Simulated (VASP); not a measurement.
# NaLaMnMoO6 (P2_1) in VASP: relaxation of cell and atoms with PBE

Aim: the relaxation of cell and atoms of NaLaMnMoO6 with PBE.

Program: VASP 6.6.1. These are calculated values, not measurements. Logs are shortened: lines on timing, memory, paths and dates and some standing lists are left out, and cuts for length are marked.

## 1. The cell of the first run

It takes space group P2_1 (No. 4, monoclinic). Conventional cell: a = 5.600 Å, b = 5.650 Å, c = 8.100 Å, α = 90.00°, β = 90.10°, γ = 90.00°. Na (site symmetry 1) has 12 O at 2.40 to 3.52 Å and 4 Mo at 3.25 to 3.62 Å and 4 Mn at 3.30 to 3.66 Å within 3.7 Å. Within 3.9 Å of La (site symmetry 1) lie 12 O at 2.40 to 3.52 Å and 4 Mn at 3.30 to 3.66 Å and 4 Mo at 3.35 to 3.71 Å and 2 La at 3.90 Å. Mn (site symmetry 1) has 6 O at 2.13 to 2.18 Å within 2.8 Å. Mo (site symmetry 1) has 6 O at 1.90 to 2.05 Å within 2.5 Å. Within 2.6 Å of O (site symmetry 1) lie 1 Mo at 1.90 Å and 1 Mn at 2.18 Å and 2 Na at 2.43 to 2.54 Å. Within 2.6 Å of O (site symmetry 1) lie 1 Mo at 1.96 Å and 1 Mn at 2.13 Å and 1 Na at 2.42 Å. O (site symmetry 1) has 1 Mo at 1.97 Å and 1 Mn at 2.13 Å and 2 Na at 2.40 to 2.70 Å and 10 O at 2.76 to 3.37 Å and 2 La at 2.87 to 3.52 Å within 3.6 Å. O (site symmetry 1) has 1 Mo at 1.99 Å and 1 Mn at 2.13 Å and 1 La at 2.42 Å within 2.6 Å.

## 2. Relaxation of cell and atoms, PBE, collinear spin, ferromagnetic start

File INCAR:

```
PREC = Accurate
ENCUT = 600
EDIFF = 1E-7
ISMEAR = 0
SIGMA = 0.15
LREAL = False
LASPH = True
NELM = 200
ALGO = Normal
ISIF = 3
LWAVE = False
LCHARG = False
ISPIN = 2
MAGMOM = 0 0 0 0 4 4 1 1 0 0 0 0 0 0 0 0 0 0 0 0
LORBIT = 11
LMAXMIX = 6
GGA = PE
IBRION = 2
NSW = 36
EDIFFG = -0.08
GGA_COMPAT = False
NELMIN = 4
KPAR = 2
NCORE = 2
```

File KPOINTS:

```
Automatic mesh
0
Gamma
  2 2 2
```

File POSCAR:

```
NaLaMnMoO6
1.0
    5.6000000000      0.0000000000      0.0000000000
    0.0000000000      5.6500000000      0.0000000000
   -0.0141371600      0.0000000000      8.0999876600
Na La Mn Mo O
2 2 2 2 12
Direct
    0.2400000000      0.4600000000      0.5000000000
    0.7600000000      0.9600000000      0.5000000000
    0.7400000000      0.0400000000      0.0000000000
    0.2600000000      0.5400000000      0.0000000000
    0.7500000000      0.5000000000      0.2500000000
    0.2500000000      0.0000000000      0.7500000000
    0.2500000000      0.0000000000      0.2600000000
    0.7500000000      0.5000000000      0.7400000000
    0.3300000000      0.0200000000      0.4870000000
    0.9650000000      0.1950000000      0.2950000000
    0.0550000000      0.7150000000      0.3000000000
    0.5350000000      0.8050000000      0.2050000000
    0.4450000000      0.2850000000      0.2000000000
    0.1700000000      0.9800000000      0.0130000000
    0.6700000000      0.5200000000      0.5130000000
    0.0350000000      0.6950000000      0.7050000000
    0.9450000000      0.2150000000      0.7000000000
    0.4650000000      0.3050000000      0.7950000000
    0.5550000000      0.7850000000      0.8000000000
    0.8300000000      0.4800000000      0.9870000000
```

Potentials or basis: VASP PAW PBE potentials, release 64 (Na_pv, La, Mn_pv, Mo_sv, O).

Command:

```
$ cat potpaw_PBE.64/Na_pv/POTCAR potpaw_PBE.64/La/POTCAR potpaw_PBE.64/Mn_pv/POTCAR potpaw_PBE.64/Mo_sv/POTCAR potpaw_PBE.64/O/POTCAR > POTCAR
$ mpirun -np 4 vasp_std > vasp.out
```

OUTCAR:

```text
PREC = Accurate
   ENCUT = 600
   EDIFF = 1E-7
   ISMEAR = 0
   LREAL = False
   LASPH = True
   NELM = 200
   ISIF = 3
   ISPIN = 2
   LORBIT = 11
   GGA = PE
   IBRION = 2
   NSW = 36
   EDIFFG = -0.08
   NELMIN = 4

 ion  position               nearest neighbor table
   1  0.240  0.460  0.500-
   2  0.760  0.960  0.500-
   3  0.740  0.040  0.000-  19 2.40  12 2.42  14 2.43  20 2.54  13 2.70  18 2.71   5 3.30   8 3.35
                             6 3.41   7 3.47   7 3.55
   4  0.260  0.540  0.000-  13 2.40  18 2.42  20 2.43  14 2.54  19 2.70  12 2.71   6 3.30   7 3.35
                             5 3.41   8 3.47   8 3.55
   5  0.750  0.500  0.250-  10 2.13  12 2.13  11 2.13  13 2.13  15 2.18  20 2.18   3 3.30   4 3.41
[... 5 lines left out ...]
   8  0.750  0.500  0.740-  15 1.90  16 1.96  17 1.97  18 1.99  19 2.01  20 2.05   3 3.35   4 3.47
                             4 3.55
   9  0.330  0.020  0.487-   7 1.90   6 2.18
  10  0.965  0.195  0.295-   7 1.96   5 2.13
  11  0.055  0.715  0.300-   7 1.97   5 2.13
  12  0.535  0.805  0.205-   7 1.99   5 2.13   3 2.42   4 2.71
  13  0.445  0.285  0.200-   7 2.01   5 2.13   4 2.40   3 2.70
  14  0.170  0.980  0.013-   7 2.05   6 2.18   3 2.43   4 2.54
  15  0.670  0.520  0.513-   8 1.90   5 2.18
  16  0.035  0.695  0.705-   8 1.96   6 2.13
  17  0.945  0.215  0.700-   8 1.97   6 2.13
  18  0.465  0.305  0.795-   8 1.99   6 2.13   4 2.42   3 2.71
  19  0.555  0.785  0.800-   8 2.01   6 2.13   3 2.40   4 2.70
  20  0.830  0.480  0.987-   8 2.05   5 2.18   4 2.43   3 2.54

  LATTYP: Found a simple monoclinic cell.
 ALAT       =     5.6000000000
 B/A-ratio  =     1.0089285714
 C/A-ratio  =     1.4464285709
 COS(beta)  =    -0.0017453284

  Lattice vectors:

 A1 = (   5.6000000000,   0.0000000000,   0.0000000000)
 A2 = (   0.0000000000,   5.6500000000,   0.0000000000)
 A3 = (  -0.0141371600,   0.0000000000,   8.0999876600)

Analysis of symmetry for initial positions (statically):
=====================================================================
 Subroutine PRICEL returns:
 Original cell was already a primitive cell.

 Routine SETGRP: Setting up the symmetry group for a
 simple monoclinic supercell.

 Subroutine GETGRP returns: Found  2 space group operations
 (whereof  1 operations were pure point group operations)
[... 265 lines left out ...]
  Direction    XX          YY          ZZ          XY          YZ          ZX
  --------------------------------------------------------------------------------------
  -------------------------------------------------------------------------------------
  Total       13.0603949     10.6886799     31.0523884      0.0000000      0.0000000      8.1853429
  in kB       92.7094042     75.8737509    220.4258338      0.0000000      0.0000000     58.1037761
  external PRESSURE =     129.6696630 kB  Pullay stress =       0.0000000 kB
[... 91 lines left out ...]
  FREE ENERGIE OF THE ION-ELECTRON SYSTEM (eV)
  ---------------------------------------------------
  free  energy   TOTEN  =      -155.2643380778 eV

  energy  without entropy=     -155.1673225438  energy(sigma->0) =     -155.21583031

[... ionic steps 4 to 19 ...]

--------------------------------------- Ionic step       20  -------------------------------------------

 number of electron     162.0000003 magnetization       0.2194891

------------------------ aborting loop because EDIFF is reached ----------------------------------------
[... 103 lines left out ...]
--------------------------------------- Ionic step       22  -------------------------------------------

 number of electron     162.0000002 magnetization       0.2516237

 Free energy of the ion-electron system (eV)
  ---------------------------------------------------
  ext. energy  EPLUGINS =         0.00000000
  ---------------------------------------------------
  free energy    TOTEN  =      -156.60521541 eV

  energy without entropy =     -156.52230301  energy(sigma->0) =     -156.56375921

 E-fermi :   7.7332     XC(G=0): -11.3219

 val. band max:        7.7310859236   @ k =   0.5000   0.0000   0.0000
 cond. band min:       7.7674767594   @ k =   0.5000   0.0000   0.5000
 fundamental gap:      0.0363908358
 Fermi energy:         7.7332260473

 spin component 1

 k-point     1 :       0.0000    0.0000    0.0000
  band No.  band energies     occupation
      1     -55.6876      1.00000
      2     -55.6875      1.00000
      3     -41.2349      1.00000
      4     -41.2349      1.00000
      5     -41.2194      1.00000
      6     -41.2194      1.00000
[... 757 lines left out ...]
     92       9.4183      0.00000
     93      10.1235      0.00000
 Fermi energy:         7.7332260473

 spin component 2

 k-point     1 :       0.0000    0.0000    0.0000
  band No.  band energies     occupation
      1     -55.6181      1.00000
      2     -55.6181      1.00000
      3     -41.1581      1.00000
      4     -41.1581      1.00000
      5     -40.9544      1.00000
      6     -40.9544      1.00000
[... 757 lines left out ...]
     92       9.5255      0.00000
     93      10.1246      0.00000
 [bands above 93 left out]

------------------------ aborting loop because EDIFF is reached ----------------------------------------

  FORCE on cell =-STRESS in cart. coord.  units (eV):
  Direction    XX          YY          ZZ          XY          YZ          ZX
  --------------------------------------------------------------------------------------
  -------------------------------------------------------------------------------------
  Total       -0.1082618     -0.2218104      0.1146385      0.0000000      0.0000000     -0.0919879
  in kB       -0.7505334     -1.5377174      0.7947399      0.0000000      0.0000000     -0.6377132
  external PRESSURE =      -0.4978369 kB  Pullay stress =       0.0000000 kB
[... 35 lines left out ...]
  FREE ENERGIE OF THE ION-ELECTRON SYSTEM (eV)
  ---------------------------------------------------
  free  energy   TOTEN  =      -156.6052154058 eV

  energy  without entropy=     -156.5223030111  energy(sigma->0) =     -156.56375921

 reached required accuracy - stopping structural energy minimisation

 total charge

# of ion       s       p       d       f       tot
--------------------------------------------------
    1        0.036   5.978   0.000   0.000   6.014
    2        0.036   5.978   0.000   0.000   6.014
    3        2.007   5.706   0.571   0.238   8.522
    4        2.007   5.706   0.571   0.238   8.522
    5        0.293   6.365   5.079   0.000  11.736
    6        0.293   6.365   5.079   0.000  11.736
[... 12 lines left out ...]
   19        1.557   3.480   0.000   0.000   5.037
   20        1.553   3.480   0.000   0.000   5.033
--------------------------------------------------
tot         28.090  90.445  18.700   0.477 137.713

 magnetization (x)

# of ion       s       p       d       f       tot
--------------------------------------------------
    1       -0.000   0.000   0.000   0.000   0.000
    2       -0.000   0.000   0.000   0.000   0.000
    3        0.000   0.000   0.001   0.001   0.003
    4        0.000   0.000   0.001   0.001   0.003
    5        0.000   0.001   0.012   0.000   0.013
    6        0.000   0.001   0.012   0.000   0.013
[... 12 lines left out ...]
   19        0.000   0.007   0.000   0.000   0.008
   20       -0.000  -0.007   0.000   0.000  -0.007
--------------------------------------------------
tot          0.002   0.006   0.213   0.002   0.223
```

OSZICAR:

```text
N       E                     dE             d eps       ncg     rms          rms(c)
DAV:   1     0.276009197218E+04    0.27601E+04   -0.80811E+04  4078   0.254E+03
DAV:   2     0.573062306230E+03   -0.21870E+04   -0.20098E+04  3344   0.714E+02
DAV:   3    -0.457383612207E+02   -0.61880E+03   -0.54954E+03  3794   0.302E+02
[... 639 lines left out ...]
DAV:  11    -0.156418896798E+03   -0.10969E-02   -0.38143E-03  5176   0.252E-01    0.392E-01
DAV:  12    -0.156419371971E+03   -0.47517E-03   -0.86509E-04  5744   0.116E-01    0.315E-01
DAV:  13    -0.156419573589E+03   -0.20162E-03   -0.12626E-03  4568   0.135E-01    0.825E-02
DAV:  14    -0.156419601651E+03   -0.28062E-04   -0.19459E-04  5360   0.676E-02    0.852E-02
DAV:  15    -0.156419624996E+03   -0.23345E-04   -0.16220E-04  4984   0.480E-02    0.181E-02
DAV:  16    -0.156419628293E
```

Wall time 2.1 h (4 MPI ranks of Intel Xeon 6975P-C (Granite Rapids), shared host); peak memory 0.59 GiB.

What came out:

```
Free energy                                           : -156.6052 eV
Relaxed volume                                        : 11.56 Å³/atom
Relaxed cell                                          : a = 5.450 Å, b = 5.463 Å, c = 7.762 Å, α = 90.00°, β = 89.76°, γ = 90.00°
Space group after relaxing (to 0.1 Å)                 : P2_1 (No. 4)
Energy gained by relaxing                             : 134.6 meV/atom
Ionic steps                                           : 22
Pressure after relaxing                               : 0.0 GPa
Largest force after relaxing                          : 0.072 eV/Å
Net moment                                            : 0.25 μB per cell
Site moments                                          : Na +0.00; La +0.00; Mn +0.01; Mo +0.09; O -0.03, +0.01, -0.01 (each value once) μB
Valence electrons inside the program's atomic spheres : Na 6.01; La 8.52; Mn 11.74; Mo 12.39; O 5.03, 5.04 (each value once)
```

Forces in eV/Å, atoms in the order of the input:
```
Na   0.006  0.061 -0.006
Na  -0.006  0.061  0.006
La   0.029 -0.013  0.004
La  -0.029 -0.013 -0.004
Mn  -0.022  0.017  0.002
Mn   0.022  0.017 -0.002
Mo  -0.035  0.032  0.043
Mo   0.035  0.032 -0.043
O    0.011 -0.009 -0.070
O    0.029 -0.036  0.012
O    0.000  0.027  0.013
O   -0.040 -0.023  0.022
O    0.062 -0.036  0.011
O    0.010 -0.019  0.066
O   -0.011 -0.009  0.070
O   -0.029 -0.036 -0.012
O    0.000  0.027 -0.013
O    0.040 -0.023 -0.022
O   -0.062 -0.036 -0.011
O   -0.010 -0.019 -0.066
```

Stress tensor (GPa, compression positive):
```
-0.08  0.00 -0.06
 0.00 -0.15  0.00
-0.06  0.00  0.08
```

Step by step:
```csv
step,energy change (eV),largest force (eV/Å),pressure (GPa),volume (Å³)
1,0.0000,3.8471,-10.74,256.28
2,-0.1443,8.7536,12.97,225.71
3,-1.3507,2.9139,-0.51,239.32
4,-2.0769,1.5372,2.31,228.87
5,-2.0808,1.4047,1.92,229.59
6,-2.2688,0.7912,-0.63,230.76
7,-2.2800,0.6622,-0.25,230.53
8,-2.4176,0.4523,0.11,230.31
9,-2.5060,0.7877,0.88,229.93
10,-2.5522,0.6443,-0.64,231.53
11,-2.5572,0.4178,-0.31,231.14
12,-2.6005,0.3153,-0.39,231.33
13,-2.6066,0.5922,-0.41,231.44
14,-2.6465,0.3177,0.02,230.78
15,-2.6552,0.3353,0.37,230.29
16,-2.6718,0.3318,0.17,230.71
17,-2.6719,0.3117,0.19,230.69
18,-2.6810,0.2218,-0.04,231.41
19,-2.6817,0.1360,0.03,231.26
20,-2.6870,0.0802,-0.34,231.56
21,-2.6877,0.0988,-0.51,231.72
22,-2.6915,0.0721,-0.05,231.11
```

Final structure:
```
Na La Mn Mo O
1.0
     5.45026    0.00000    0.01568
     0.00000    5.46314    0.00000
     0.01039    0.00000    7.76173
Na La Mn Mo O
2 2 2 2 12
Direct
  0.24587 0.47981 0.50036
  0.75413 0.97981 0.49964
  0.74723 0.02229 0.00023
  0.25277 0.52229 0.99977
  0.75133 0.49966 0.25653
  0.24867 0.99966 0.74347
  0.24405 0.00017 0.27124
  0.75595 0.50017 0.72876
  0.29178 0.00527 0.50578
  0.97317 0.22593 0.27031
  0.02371 0.72532 0.27039
  0.52187 0.77454 0.21573
  0.47418 0.27354 0.21668
  0.19437 0.99348 0.99922
  0.70822 0.50526 0.49422
  0.02683 0.72593 0.72969
  0.97629 0.22532 0.72961
  0.47813 0.27454 0.78427
  0.52582 0.77354 0.78332
  0.80563 0.49348 0.00078
```

Caveat: the k points lie up to 0.58 Å⁻¹ apart in the final cell; spin-orbit coupling is left out, which moves the levels of the heavy elements; semilocal functionals often make such compounds metallic where correlation or magnetic order opens a gap, which also shifts bond lengths; the relaxation stopped at a loose force limit of 0.08 eV/Å, so its end isn't a converged minimum.
